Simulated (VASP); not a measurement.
Here is a VASP 6.6.1 calculation.

File POSCAR:

```
AlGa2P3
1.0
    3.8613787749      0.0000000000      0.0000000000
   -1.9306893874      3.3440521127      0.0000000000
    0.0000000000      0.0000000000      9.4588095150
Al Ga P
1 2 3
Direct
    0.0000000000      0.0000000000     -0.0003012040
    0.6666666667      0.3333333333      0.6662995613
    0.3333333333      0.6666666667      0.3338614981
    0.6666666667      0.3333333333      0.9166244687
    0.3333333333      0.6666666667      0.5832781658
    0.0000000000      0.0000000000      0.2502375099
```

INCAR.step1

```
PREC     = Accurate       # precision mode
ENCUT    = 520            # plane-wave cutoff, eV
ISMEAR   = -1             # smearing method
SIGMA    = 0.02           # smearing width, eV
LREAL    = F              # projectors in reciprocal space
LASPH    = T              # aspherical terms in the spheres
NELM     = 60             # most SCF steps
NBANDS   = 31             # bands
GGA      = PE             # functional
ALGO     = Normal         # electronic algorithm
EDIFF    = 1E-4           # SCF threshold, eV
LWAVE    = T              # write WAVECAR
LCHARG   = F              # write CHGCAR
```

Contents of INCAR.step2:

```
PREC     = Accurate       # precision mode
ENCUT    = 520            # plane-wave cutoff, eV
EDIFF    = 1E-6           # SCF threshold, eV
ISMEAR   = -1             # smearing method
SIGMA    = 0.02           # smearing width, eV
LREAL    = F              # projectors in reciprocal space
LASPH    = T              # aspherical terms in the spheres
NELM     = 60             # most SCF steps
ALGO     = Normal         # electronic algorithm
ISIF     = 2              # what is computed and relaxed
LWAVE    = F              # write WAVECAR
LCHARG   = F              # write CHGCAR
METAGGA  = R2SCAN         # meta-GGA
LMIXTAU  = T            
NBANDS   = 31             # bands
ISTART   = 1
```

File KPOINTS:

```
regular mesh
0
Gamma
  12 12 4
```

Potentials or basis: VASP PAW PBE potentials, release 64 (Al, Ga_d, P).

Launch:

```sh
$ cat potpaw_PBE.64/Al/POTCAR potpaw_PBE.64/Ga_d/POTCAR potpaw_PBE.64/P/POTCAR > POTCAR
$ cp INCAR.step1 INCAR
$ mpirun -np 1 vasp_std > vasp.out
$ cp INCAR.step2 INCAR
$ mpirun -np 1 vasp_std > vasp.out
```

(1) Estimate the band gap on the k mesh.

(2) What does it give for the pressure?

Results:

(1) 1.88 eV, indirect (least direct gap 2.38 eV).

(2) -0.1 GPa.

Caveat: the PAW data sets were made with another functional, which shifts forces and pressure a little.
